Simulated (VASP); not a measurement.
A run of VASP 6.6.1:

The input INCAR:

```
  ALGO = Normal
  EDIFF = 1E-8
  ENCUT = 520
  GGA = PS
  ISIF = 2
  ISMEAR = -1
  LASPH = True
  LCHARG = False
  LEFG = True
  LREAL = False
  LWAVE = False
  NBANDS = 14
  NELM = 100
  PREC = Accurate
  SIGMA = 0.03
```

KPOINTS

```
k-points
0
Gamma
  9 9 9
```

File POSCAR:

```
NaCl
1.0
    2.9160926721      0.0000000000      0.0000000000
    0.0000000000      2.9160926721      0.0000000000
    0.0000000000      0.0000000000      2.9160926721
Na Cl
1 1
Direct
    0.0000000000      0.0000000000      0.0000000000
    0.5000000000      0.5000000000      0.5000000000
```

Potentials or basis: VASP PAW PBE potentials, release 64 (Na_pv, Cl).

Launch:

```bash
$ cat potpaw_PBE.64/Na_pv/POTCAR potpaw_PBE.64/Cl/POTCAR > POTCAR
$ mpirun -np 1 vasp_std > vasp.out
```

Hardware: 1 thread of Intel(R) Xeon(R) 6975P-C (Granite Rapids), on a shared host.

Q: Estimate the wall time of this run.

A: Wall time 4.3 s on 1 thread of Intel(R) Xeon(R) 6975P-C (Granite Rapids), on a shared host, peak memory 0.13 GiB. Counts: scf iterations 15, k points 35.
